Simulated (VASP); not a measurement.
Ca8H12Br5: single point with PBEsol

Slab: Ca8H12Br5, a slab with vacuum.

```
CELL_PARAMETERS angstrom
7.80588 0.00000 0.00000
-3.90294 6.76009 0.00000
0.00000 0.00000 18.82877
ATOMIC_POSITIONS crystal
Ca 0.33334 0.16667 0.12072
Ca 0.22400 0.38516 0.36771
Ca 0.33333 0.66666 0.12072
Ca 0.19986 0.86670 0.37368
Ca 0.83333 0.16667 0.12072
Ca 0.72968 0.37621 0.35930
Ca 0.83333 0.66666 0.12072
Ca 0.71584 0.87940 0.33388
H 0.42063 0.20541 0.39152
H 0.16667 0.33334 0.10754
H 0.00000 0.00000 0.05311
H 0.42546 0.72233 0.38155
H 0.16666 0.83333 0.10754
H 0.99999 0.49999 0.05311
H 0.88496 0.19918 0.36019
H 0.66666 0.33334 0.10754
H 0.49999 0.00000 0.05311
H 0.87562 0.75274 0.39606
H 0.66667 0.83333 0.10754
H 0.50000 0.49999 0.05311
Br 0.08236 0.09352 0.24959
Br 0.97186 0.54291 0.23145
Br 0.45749 0.97414 0.24522
Br 0.53717 0.52797 0.25283
Br 0.07091 0.53183 0.46922
```

| Item | Value |
| --- | --- |
| Program | VASP 6.6.1 |
| Task | single point |
| Functional | PBEsol |
| Potentials or basis | VASP PAW PBE potentials, release 64 (Ca_sv, H, Br) |
| Cutoff | 520 eV |
| k mesh | 1 × 1 × 1 |
| Occupations | fermi-dirac, width 0.05 eV |
| Spin | collinear spin |
| Starting moments | [0.0, 0.0, 0.0, 0.0, 0.0, 0.0, 0.0, 0.0, 0.0, -0.06, -0.12, 0.0, -0.06, -0.13, 0.0, -0.06, -0.12, 0.0, 0.0, -0.12, 0.0, 0.0, 0.0, 0.0, 0.0] μB |
| Dipole correction | no |
| Further INCAR settings | LREAL = Auto; ALGO = Normal; EDIFF = 1e-07; NBANDS = 86 |

```yaml
Largest_force: 1.701 eV/Å
Band_gap_on_the_k_mesh: 0.17 eV
Net_moment: -0.77 μB per cell
Site_moments: Ca -0.00, +0.00; H -0.00, -0.02, -0.05, -0.03, -0.04; Br -0.00 μB
Valence_electrons_inside_the_program's_atomic_spheres: Ca 8.10, 8.09, 8.08, 8.12, 8.14; H 0.52, 0.50, 0.45, 0.53, 0.54, 0.51; Br 4.90, 4.91, 4.89, 4.88
```

Forces in eV/Å, atoms in the order of the input:
```
Ca   0.106 -0.014 -1.224
Ca   0.126  0.001 -0.485
Ca  -0.153  0.038 -1.101
Ca   0.399 -0.045 -0.468
Ca  -0.058  0.179 -1.113
Ca   0.214  0.335 -0.226
Ca  -0.220  0.124 -1.682
Ca   0.092  0.187 -0.278
H   -0.496 -0.116  0.121
H   -0.017  0.062  0.152
H   -0.002  0.033  0.964
H   -0.283 -0.057 -0.083
H   -0.005  0.049  0.006
H   -0.004 -0.004  0.894
H   -0.201  0.041  0.120
H   -0.013 -0.044  0.118
H    0.015 -0.018  0.942
H    0.063 -0.157 -0.371
H    0.012  0.057  0.318
H   -0.014  0.004  0.981
Br  -0.181 -0.237  0.531
Br   0.740 -0.335  1.123
Br   0.435  0.164  0.387
Br  -0.097 -0.182  0.423
Br  -0.456 -0.063 -0.050
```

Levels at points of the mesh, in eV from the valence-band top:
Spin up:
```csv
k point,band 61,band 62,band 63,band 64,band 65,band 66
"(0.00, 0.00, 0.00)",-1.35,-1.34,-1.27,0.17,0.30,0.36
```
Spin down:
```
           k point  band 60  band 61  band 62  band 63  band 64  band 65  band 66  band 67  band 68  band 69
(0.00, 0.00, 0.00)    -2.43    -1.61    -1.59    -1.53     0.00     0.18     0.36     0.85     1.23     1.44
```

Run time: 11 min on 1 thread of Intel(R) Xeon(R) Platinum 8375C CPU @ 2.90GHz (Ice Lake), with other jobs on the host, peak memory 1.4 GiB.

Caveat: the k points lie up to 0.93 Å⁻¹ apart; the PAW data sets were made with another functional, which shifts forces and pressure a little.
